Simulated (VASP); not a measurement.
# Al (Im-3m) in VASP: further runs

Aim: see how the results for Al move with the level of theory and the settings. Levels: PBE-based screened hybrid, PBEsol-based screened hybrid. Tasks: single point.

Everything below comes from runs of VASP 6.6.1. Logs are shortened: lines on timing, memory, paths and dates and some standing lists are left out, and cuts for length are marked.

## (1) The cell of the first run

The structure is cubic, space group Im-3m (No. 229). The conventional cell has a = 3.229 Å, b = 3.229 Å, c = 3.229 Å, α = 90.00°, β = 90.00°, γ = 90.00°. Within 3.7 Å of Al (site symmetry m-3m) lie 14 Al at 2.80 to 3.23 Å.

## (2) Single point, PBE-based screened hybrid

File POSCAR:

```
Al
1.0
   -1.6145076200      1.6145076200      1.6145076200
    1.6145076200     -1.6145076200      1.6145076200
    1.6145076200      1.6145076200     -1.6145076200
Al
1
Direct
    0.0000000000      0.0000000000      0.0000000000
```

File INCAR.step1:

```
PREC     = Accurate       # precision mode
ENCUT    = 520            # plane-wave cutoff, eV
EDIFF    = 1E-5           # SCF threshold, eV
ISMEAR   = -1             # smearing method
SIGMA    = 0.05           # smearing width, eV
LREAL    = F              # projectors in reciprocal space
LASPH    = T              # aspherical terms in the spheres
NELM     = 80             # most SCF steps
ALGO     = Normal         # electronic algorithm
ISIF     = 2              # what is computed and relaxed
LWAVE    = T              # write WAVECAR
NBANDS   = 8              # bands
GGA      = PE             # functional
```

File INCAR.step2:

```
PREC     = Accurate       # precision mode
ENCUT    = 520            # plane-wave cutoff, eV
EDIFF    = 1E-6           # SCF threshold, eV
ISMEAR   = -1             # smearing method
SIGMA    = 0.05           # smearing width, eV
LREAL    = F              # projectors in reciprocal space
LASPH    = T              # aspherical terms in the spheres
NELM     = 80             # most SCF steps
ALGO     = Normal         # electronic algorithm
ISIF     = 2              # what is computed and relaxed
LWAVE    = F              # write WAVECAR
LCHARG   = T              # write CHGCAR
GGA      = PE             # functional
LHFCALC  = T              # exact exchange
AEXX     = 0.25           # exact-exchange fraction
HFSCREEN = 0.3            # screening, 1/A
PRECFOCK = Normal       
LELF     = T              # ELF
LVHAR    = T            
NBANDS   = 8              # bands
ISTART   = 1
```

File KPOINTS:

```
Automatic mesh
0
Gamma
  6 6 6
```

Potentials or basis: VASP PAW PBE potentials, release 64 (Al).

The run is started by

```console
> cat potpaw_PBE.64/Al/POTCAR > POTCAR
> cp INCAR.step1 INCAR
> mpirun -np 1 vasp_std > vasp.out
> cp INCAR.step2 INCAR
> mpirun -np 1 vasp_std > vasp.out
```

OUTCAR:

```text
PREC = Accurate
   ENCUT = 520
   EDIFF = 1E-6
   ISMEAR = -1
   LREAL = F
   LASPH = T
   NELM = 80
   ISIF = 2
   GGA = PE
   LHFCALC = T
   AEXX = 0.25
   HFSCREEN = 0.3
   PRECFOCK = Normal
   ISTART = 1

 ion  position               nearest neighbor table
   1  0.000  0.000  0.000-

  LATTYP: Found a body centered cubic cell.
 ALAT       =     3.2290152400

  Lattice vectors:

 A1 = (  -1.6145076200,   1.6145076200,   1.6145076200)
 A2 = (   1.6145076200,  -1.6145076200,   1.6145076200)
 A3 = (   1.6145076200,   1.6145076200,  -1.6145076200)

Analysis of symmetry for initial positions (statically):
=====================================================================
 Subroutine PRICEL returns:
 Original cell was already a primitive cell.

 Routine SETGRP: Setting up the symmetry group for a
 body centered cubic supercell.

 Subroutine GETGRP returns: Found 48 space group operations
[... 9 lines left out ...]

 Routine SETGRP: Setting up the symmetry group for a
 body centered cubic supercell.

 Subroutine GETGRP returns: Found 48 space group operations
[... 11 lines left out ...]
                                     Primitive cell

  volume of cell :      16.8337

  direct lattice vectors                    reciprocal lattice vectors
    -1.614507620  1.614507620  1.614507620     0.000000000  0.309691942  0.309691942
     1.614507620 -1.614507620  1.614507620     0.309691942  0.000000000  0.309691942
     1.614507620  1.614507620 -1.614507620     0.309691942  0.309691942  0.000000000

  length of vectors
     2.796409227  2.796409227  2.796409227     0.437970544  0.437970544  0.437970544

  position of ions in fractional coordinates (direct lattice)
     0.000000000  0.000000000  0.000000000

  ion indices of the primitive-cell ions
   primitive index   ion index
                 1           1

----------------------------------------------------------------------------------------

 KPOINTS: Automatic mesh

Automatic generation of k-mesh.
 Grid dimensions read from file:
 generate k-points for:    6    6    6

 Generating k-lattice:

  Cartesian coordinates                     Fractional coordinates (reciprocal lattice)
     0.000000000  0.051615324  0.051615324     0.166666667  0.000000000  0.000000000
     0.051615324  0.000000000  0.051615324     0.000000000  0.166666667  0.000000000
     0.051615324  0.051615324  0.000000000     0.000000000  0.000000000  0.166666667

  Length of vectors
     0.072995091  0.072995091  0.072995091

  Shift w.r.t. Gamma in fractional coordinates (k-lattice)
     0.000000000  0.000000000  0.000000000

 Subroutine IBZKPT returns following result:
 ===========================================

 Found     16 irreducible k-points:

 Following reciprocal coordinates:
            Coordinates               Weight
  0.000000  0.000000  0.000000      1.000000
  0.166667  0.000000  0.000000     12.000000
  0.333333  0.000000  0.000000     12.000000
  0.500000  0.000000  0.000000      6.000000
  0.166667  0.166667  0.000000     24.000000
  0.333333  0.166667  0.000000     48.000000
[... 8 lines left out ...]
  0.500000  0.500000  0.333333     12.000000
  0.500000  0.500000  0.500000      1.000000
   k-points           NKPTS =     16   k-points in BZ     NKDIM =    216   number of bands    NBANDS=      8
   number of dos      NEDOS =    301   number of ions     NIONS =      1
   total plane-waves  NPLWV =  13824
   dimension x,y,z NGX =    24 NGY =   24 NGZ =   24
   dimension x,y,z NGXF=    48 NGYF=   48 NGZF=   48
   ions per type =               1
   NGX,Y,Z   is equivalent  to a cutoff of  14.27, 14.27, 14.27 a.u.
   NGXF,Y,Z  is equivalent  to a cutoff of  28.54, 28.54, 28.54 a.u.
 SYSTEM =  unknown system
   PREC   = accura    normal or accurate (medium, high low for compatibility)
   ISTART =      1    job   : 0-new  1-cont  2-samecut
   ICHARG =      0    charge: 1-file 2-atom 10-const
   ISPIN  =      1    spin polarized calculation?
   LNONCOLLINEAR =      F non collinear calculations
   LSORBIT =      F    spin-orbit coupling
   LASPH  =      T    aspherical Exc in radial PAW
   ENCUT  =  520.0 eV  38.22 Ry    6.18 a.u.   5.20  5.20  5.20*2*pi/ulx,y,z
   NELM   =     80;   NELMIN=  2; NELMDL=  0     # of ELM steps
   EDIFF  = 0.1E-05   stopping-criterion for ELM
   LREAL  =      F    real-space projection
   EDIFFG = 0.1E-04   stopping-criterion for IOM
   NSW    =      0    number of steps for IOM
   IBRION =     -1    ionic relax: 0-MD 1-quasi-New 2-CG
   NFREE  =      0    steps in history (QN), initial steepest desc. (CG)
   ISIF   =      2    stress and relaxation
   ISYM   =      3    0-nonsym 1-usesym 2-fastsym
   POTIM  = 0.5000    time-step for ionic-motion
   TEBEG  =    0.0;   TEEND  =   0.0 temperature during run
   PSTRESS=    0.0 pullay stress
   NELECT =       3.0000    total number of electrons
   NUPDOWN=      -1.0000    fix difference up-down
   EMIN   =  10.00;   EMAX   =-10.00  energy-range for DOS
   EFERMI =   0.00;   METHOD = LEGACY
   ISMEAR =    -1;   SIGMA  =   0.05  broadening in eV -4-tet -1-fermi 0-gaus
   EFERMI_NEDOS =   21; number of points for ismear=-14 and -15
   IALGO  =     38    algorithm
   IMIX   =      1    mixing-type and parameters
     AMIX     =   0.40;   BMIX     =  1.00
     AMIX_MAG =   1.60;   BMIX_MAG =  1.00
  volume/ion in A,a.u.               =      16.83       113.60
  Fermi-wavevector in a.u.,A,eV,Ry     =   0.921273  1.740954 11.547870  0.848744
  Thomas-Fermi vector in A             =   2.046671
   LORBIT       =      0    0 simple, 1 ext, 2 COOP (PROOUT), +10 PAW based schemes
   GGA     = PE    functional components
   LHFCALC =     T    Hartree Fock is set to
   PRECFOCK=normal    Normal, Fast or Accurate (Low or Medium for compatibility)
   ENCUT4O =  -1.0   cutoff for four orbital integrals eV
   NKREDX  =     1    reduce k-point grid by
   NKREDY  =     1    reduce k-point grid by
   NKREDZ  =     1    reduce k-point grid by
   AEXX    =    0.2500 exact exchange contribution
   HFSCREEN=    0.3000 screening length (either q_TF or 0.3 A-1)
   HFSCREENC=   0.3000 screening length for correlation (either q_TF or 0.3 A-1)
   ENCUTFOCK=  -1.0 apply spherical cutoff to Coloumb kernel
   IVDW    =     0    specifies the selected vdW correction
   LEPSILON=     F    determine dielectric tensor
   LRPA    =     F    only Hartree local field effects (RPA)
 non-spin polarized calculation
  energy-cutoff  :      520.00
  volume of cell :       16.83
 maximum number of plane-waves:       468
 NGX is ok and might be reduce to    24
  NGX = 16; NGY = 16; NGZ = 16

 number of electron       3.0000000 magnetization

 Free energy of the ion-electron system (eV)
  ---------------------------------------------------
  ext. energy  EPLUGINS =         0.00000000
  ---------------------------------------------------
  free energy    TOTEN  =        -3.97100638 eV

  energy without entropy =       -3.96681998  energy(sigma->0) =       -3.96891318

 E-fermi :   7.8839     XC(G=0):  -8.5164

 val. band max:        6.8796768025   @ k =   0.5000   0.5000   0.3333
 cond. band min:       7.9811570936   @ k =  -0.3333   0.5000   0.1667
 fundamental gap:      1.1014802911
 Fermi energy:         7.8838614049

 k-point     1 :       0.0000    0.0000    0.0000
  band No.  band energies     occupation
      1      -4.5390      2.00000
      2      21.9092      0.00000
      3      21.9092      0.00000
      4      21.9092      0.00000
      5      23.1934      0.00000
      6      23.1934      0.00000
      7      23.1934      0.00000
      8      24.9092      0.00000

 k-point     2 :       0.1667    0.0000    0.0000
  band No.  band energies     occupation
      1      -3.6562      2.00000
      2      16.0071      0.00000
      3      19.1447      0.00000
      4      19.7084      0.00000
      5      21.0860      0.00000
      6      22.3375      0.00000
      7      25.1606      0.00000
      8      25.3712      0.00000

 k-point     3 :       0.3333    0.0000    0.0000
  band No.  band energies     occupation
      1      -1.0231      2.00000
      2       9.1089      0.00000
      3      17.1580      0.00000
      4      17.4900      0.00000
      5      19.0343      0.00000
      6      20.5322      0.00000
      7      27.2458      0.00000
      8      27.8255      0.00000

 k-point     4 :       0.5000    0.0000    0.0000
  band No.  band energies     occupation
      1       3.0615      2.00000
      2       3.5455      2.00000
      3      16.4935      0.00000
      4      16.7110      0.00000
      5      18.3241      0.00000
      6      19.8525      0.00000
      7      29.4373      0.00000
      8      30.7337      0.00000

 k-point     5 :       0.1667    0.1667    0.0000
  band No.  band energies     occupation
      1      -1.8978      2.00000
      2      12.7612      0.00000
      3      13.2886      0.00000
      4      17.5036      0.00000
      5      22.1674      0.00000
      6      22.4803      0.00000
      7      26.4777      0.00000
      8      26.8592      0.00000
[... 89 lines left out ...]
 k-point    14 :      -0.3333    0.3333    0.3333
  band No.  band energies     occupation
      1       2.4350      2.00000
      2      11.3613      0.00000
      3      11.3613      0.00000
      4      12.7818      0.00000
      5      14.3675      0.00000
      6      21.5453      0.00000
      7      28.1540      0.00000
      8      29.7753      0.00000

 k-point    15 :       0.5000    0.5000    0.3333
  band No.  band energies     occupation
      1       6.3532      2.00000
      2       6.8797      2.00000
      3      10.6029      0.00000
      4      12.6691      0.00000
      5      16.0521      0.00000
      6      17.0707      0.00000
      7      28.1995      0.00000
      8      30.6303      0.00000

 k-point    16 :       0.5000    0.5000    0.5000
  band No.  band energies     occupation
      1      11.1087      0.00000
      2      11.1087      0.00000
      3      11.1087      0.00000
      4      12.2621      0.00000
      5      12.2621      0.00000
      6      14.6337      0.00000
      7      34.4112      0.00000
      8      34.4112      0.00000

------------------------ aborting loop because EDIFF is reached ----------------------------------------

  FORCE on cell =-STRESS in cart. coord.  units (eV):
  Direction    XX          YY          ZZ          XY          YZ          ZX
  --------------------------------------------------------------------------------------
  -------------------------------------------------------------------------------------
  Total        0.0095242      0.0095242      0.0095242     -0.0000000     -0.0000000      0.0000000
  in kB        0.9064857      0.9064857      0.9064857     -0.0000000     -0.0000000      0.0000000
  external PRESSURE =       0.9064857 kB  Pullay stress =       0.0000000 kB

 VOLUME and BASIS-vectors are now :
 -----------------------------------------------------------------------------
  energy-cutoff  :      520.00
  volume of cell :       16.83
      direct lattice vectors                 reciprocal lattice vectors
    -1.614507620  1.614507620  1.614507620     0.000000000  0.309691942  0.309691942
     1.614507620 -1.614507620  1.614507620     0.309691942  0.000000000  0.309691942
     1.614507620  1.614507620 -1.614507620     0.309691942  0.309691942  0.000000000

 POSITION                                       TOTAL-FORCE (eV/Angst)
 -----------------------------------------------------------------------------------
      0.00000      0.00000      0.00000        -0.000000      0.000000     -0.000000
 -----------------------------------------------------------------------------------
    total drift:                               -0.000000      0.000000     -0.000000

  FREE ENERGIE OF THE ION-ELECTRON SYSTEM (eV)
  ---------------------------------------------------
  free  energy   TOTEN  =        -3.9710063806 eV

  energy  without entropy=       -3.9668199842  energy(sigma->0) =       -3.96891318
```

Run time: 68 s. Hardware: 1 thread of AMD EPYC 7R13 (Zen 3), shared host; peak memory 0.2 GiB.

What came out:

| Property | Result |
| --- | --- |
| Free energy | -3.9710 eV |
| Pressure | 0.1 GPa |

Levels at points of the mesh, in eV from the Fermi level:
```tsv
k point	band 1	band 2	band 3	band 4	band 5
(0.00, 0.00, 0.00)	-12.42	14.03	14.03	14.03	15.31
(0.50, 0.00, 0.00)	-4.82	-4.34	8.61	8.83	10.44
(0.50, 0.50, 0.50)	3.22	3.22	3.22	4.38	4.38
```

Caveat: the k points lie up to 0.46 Å⁻¹ apart; the PAW data sets were made with another functional, which shifts forces and pressure a little.

## (3) Single point, PBEsol-based screened hybrid

This run uses another cell than the first one, of 16.58 Å³/atom, 0.985 times its volume.

File POSCAR:

```
Al
1.0
   -1.6062062602      1.6062062602      1.6062062602
    1.6062062602     -1.6062062602      1.6062062602
    1.6062062602      1.6062062602     -1.6062062602
Al
1
Direct
    0.0000000000      0.0000000000      0.0000000000
```

File INCAR.step1:

```
PREC = Accurate ; ENCUT = 520
EDIFF = 1E-5 ; ISMEAR = -1
SIGMA = 0.05 ; LREAL = False
LASPH = True ; NELM = 80
ALGO = Normal ; ISIF = 2
LWAVE = True ; LCHARG = False
NBANDS = 8 ; GGA = PE
```

File INCAR.step2:

```
PREC = Accurate ; ENCUT = 520
EDIFF = 1E-6 ; ISMEAR = -1
SIGMA = 0.05 ; LREAL = False
LASPH = True ; NELM = 80
ALGO = Normal ; ISIF = 2
LWAVE = False ; LCHARG = False
GGA = PS ; LHFCALC = True
AEXX = 0.25 ; HFSCREEN = 0.207
PRECFOCK = Normal ; NBANDS = 8
ISTART = 1
```

KPOINTS is that of step 2.

Potentials or basis: VASP PAW PBE potentials, release 64 (Al).

The run is started by

```console
> cat potpaw_PBE.64/Al/POTCAR > POTCAR
> cp INCAR.step1 INCAR
> mpirun -np 1 vasp_std > vasp.out
> cp INCAR.step2 INCAR
> mpirun -np 1 vasp_std > vasp.out
```

Run time: 68 s. Hardware: 1 thread of AMD EPYC 7R13 (Zen 3), shared host; peak memory 0.2 GiB.

The run converged. Its results:

| Item | Value |
| --- | --- |
| Free energy | -4.2732 eV |
| Pressure | 0.1 GPa |

Levels at points of the mesh, in eV from the Fermi level:
```csv
k point,band 1,band 2,band 3,band 4,band 5
"(0.00, 0.00, 0.00)",-12.75,14.27,14.27,14.27,15.69
"(0.50, 0.00, 0.00)",-5.02,-4.49,8.88,9.01,10.70
"(0.50, 0.50, 0.50)",3.43,3.43,3.43,4.52,4.52
```

Caveat: the k points lie up to 0.46 Å⁻¹ apart; the PAW data sets were made with another functional, which shifts forces and pressure a little.
